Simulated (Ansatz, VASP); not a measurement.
One calculation of Co, two programs

Contents of INCAR:

```
SYSTEM = Co
PREC = Accurate
ENCUT = 520
EDIFF = 1E-6
ISMEAR = -1
SIGMA = 0.1
LREAL = .False.
LASPH = .True.
NELM = 150
ALGO = Normal
ISIF = 2
LWAVE = .False.
LCHARG = .False.
ISPIN = 2
MAGMOM = 1.8 1.8
LORBIT = 11
LMAXMIX = 4
GGA = PE
NBANDS = 20
```

File KPOINTS:

```
regular mesh
0
Gamma
  15 15 8
  0 0 0
```

POSCAR

```
Co
1.0
    2.5157302938      0.0000000000      0.0000000000
   -1.2578651469      2.1786862457      0.0000000000
    0.0000000000      0.0000000000      4.0834213618
Co
2
Direct
    0.3333333333      0.6666666667      0.2500000000
    0.6666666667      0.3333333333      0.7500000000
```

Input for Ansatz:

```yaml
crystal:
  lattice:
    - [2.5157302937534345, 0.0, 0.0]
    - [-1.2578651468767172, 2.1786862456877074, 0.0]
    - [0.0, 0.0, 4.0834213617879485]
  atoms:
    - { symbol: Co, position: [0.3333333333333333, 0.6666666666666666, 0.25], spin: 1.8 }
    - { symbol: Co, position: [0.6666666666666666, 0.3333333333333333, 0.75], spin: 1.8 }
basis:
  ecutwfc: 517.016338673772
kpoints:
  mp_grid:
    grid: [15, 15, 8]
hamiltonian:
  xc: pbe
magnetization:
  spin_polarized: true
scf:
  convergence:
    dr2_threshold: 1.0e-09
  occupations:
    method: fermi_dirac
```

Alike in both runs: task single point; functional PBE; k mesh 15 × 15 × 8; collinear spin.

|  | VASP | Ansatz |
| --- | --- | --- |
| version | VASP 6.6.1 | Ansatz 0.2.0 |
| potentials or method | VASP PAW PBE potentials, release 64 (Co), cutoff 520 eV | plane waves, PAW |
| occupations | fermi-dirac, width 0.1 eV | fermi-dirac |
| valence electrons in the cell | 18 | 34 |

|  | VASP | Ansatz | Ansatz less VASP |
| --- | --- | --- | --- |
| net moment per atom (μB) | 1.63 | 1.64 | +0.006 |
| size of the moment on the site where the two differ most (μB) | 1.66 | 1.72 | +0.059 |

Site moments also hang on the region over which each program counts them. VASP's potentials hold 18 valence electrons a cell and Ansatz's 34, so a difference there can come from the potentials and not from the codes.
